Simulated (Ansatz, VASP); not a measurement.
# Two plane-wave programs on SiC

```
CELL_PARAMETERS angstrom
3.07569 0.00000 0.00000
-1.53785 2.66363 0.00000
0.00000 0.00000 10.07065
ATOMIC_POSITIONS crystal
Si 0.69946 0.24374 0.93784
Si 0.33333 0.66667 0.43784
Si 0.00000 0.00000 0.68789
Si 0.00000 0.00000 0.18789
C 0.66667 0.33333 0.74980
C 0.33333 0.66667 0.24980
C 0.00000 0.00000 0.50046
C 0.00000 0.00000 0.00046
```

Alike in both runs: task single point; functional r2SCAN; k mesh 12 × 12 × 4; occupations gaussian, width 0.05 eV; no spin polarisation.

|  | VASP | Ansatz |
| --- | --- | --- |
| version | VASP 6.6.1 | Ansatz 0.2.0 |
| potentials or method | VASP PAW PBE potentials, release 64 (Si, C), cutoff 520 eV | scalar-relativistic, plane waves, PAW |
| valence electrons in the cell | 32 | 32 |

|  | VASP | Ansatz | Ansatz less VASP |
| --- | --- | --- | --- |
| gap on the k mesh at the Fermi level (eV) | 1.76 | 1.76 | -0.006 |
| least direct gap on the mesh (eV) | 3.29 | 3.28 | -0.013 |
| pressure (GPa) | 5.0 | 5.3 | +0.26 |
| traceless stress, the component that is largest in VASP (GPa) | 6.71 | 6.77 | +0.059 |
| rms of the force components (eV/Å) | 2.926 | 2.942 | +0.0160 |

VASP's potentials were made for PBE, not for r2SCAN. Atom by atom the forces differ by 0.017 eV/Å (rms over components).
